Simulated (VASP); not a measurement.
Write the native input for VASP 6.6.1 that does the following.

- Task: single point
- Functional: PBE
- Potentials or basis: VASP PAW PBE potentials, release 64 (Ti_sv, H)
- Cutoff: 520 eV
- k mesh: 6 × 6 × 6
- Occupations: gaussian, width 0.1 eV
- Spin: no spin polarisation
- Dipole correction: no
- Further INCAR settings: ALGO = Normal; EDIFF = 1e-06; NBANDS = 26

The structure of Ti2H7 lies in POSCAR:

```
Ti2H7
1.0
    0.0000000000      2.9837786600      2.9837786600
    2.9837786600      0.0000000000      2.9837786600
    2.9837786600      2.9837786600      0.0000000000
Ti H
2 7
Direct
    0.2500000000      0.2500000000      0.2500000000
    0.7500000000      0.7500000000      0.7500000000
    0.2473200200      0.7526799800      0.7526799800
    0.7526799800      0.2473200200      0.2473200200
    0.7526799800      0.2473200200      0.7526799800
    0.2473200200      0.7526799800      0.2473200200
    0.7526799800      0.7526799800      0.2473200200
    0.2473200200      0.2473200200      0.7526799800
    0.5000000000      0.5000000000      0.5000000000
```

One way to write it, as run:

INCAR

```
PREC = Accurate
ENCUT = 520
EDIFF = 1E-6
ISMEAR = 0
SIGMA = 0.1
LREAL = F
LASPH = T
NELM = 100
ALGO = Normal
ISIF = 2
LWAVE = F
LCHARG = F
GGA = PE
NBANDS = 26
```

KPOINTS

```
regular mesh
0
Gamma
  6 6 6
```

Potentials or basis: VASP PAW PBE potentials, release 64 (Ti_sv, H).

The run is started by

```sh
$ cat potpaw_PBE.64/Ti_sv/POTCAR potpaw_PBE.64/H/POTCAR > POTCAR
$ mpirun -np 1 vasp_std > vasp.out
```

It gave:

```yaml
Pressure: -7.7 GPa
Largest_force: 0.099 eV/Å
```

Run time: 11 s on 1 thread of Intel(R) Xeon(R) 6975P-C (Granite Rapids), with other jobs on the host, peak memory 0.17 GiB.
